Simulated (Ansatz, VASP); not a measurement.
# Two plane-wave programs on MgZr2O2

```
Mg Zr O
1.0
     4.43959    0.00000    0.00000
     0.00000    4.43959    0.00000
     0.00000    0.00000    4.21824
Mg Zr O
1 2 2
Direct
  0.50000 0.50000 0.15656
  0.50000 0.00000 0.65663
  0.00000 0.50000 0.65663
  0.50000 0.00000 0.15659
  0.00000 0.50000 0.15659
```

Alike in both runs: functional PBE; k mesh 4 × 4 × 6; occupations gaussian, width 0.1 eV; no spin polarisation.

Ansatz relaxed the structure, and its values are those at the end. VASP's run is a single point on that final structure, the one shown.

|  | VASP | Ansatz |
| --- | --- | --- |
| version | VASP 6.6.1 | Ansatz 0.2.0 |
| potentials or method | VASP PAW PBE potentials, release 64 (Mg_sv, Zr_sv, O), cutoff 840 eV | scalar-relativistic, plane waves, PAW |
| valence electrons in the cell | 46 | 46 |

Ansatz gave:

```
gap on the k mesh at the Fermi level (eV) : none
pressure (GPa)                            : 0.1
```

Problem. What did VASP give for the same quantities?

Solution. gap on the k mesh at the Fermi level (eV): none; pressure (GPa): 0.2.

A gap of «none» marks a metal or a gap that the smearing closes. With one functional, cell and mesh, what is left measures potentials, basis and numerics.
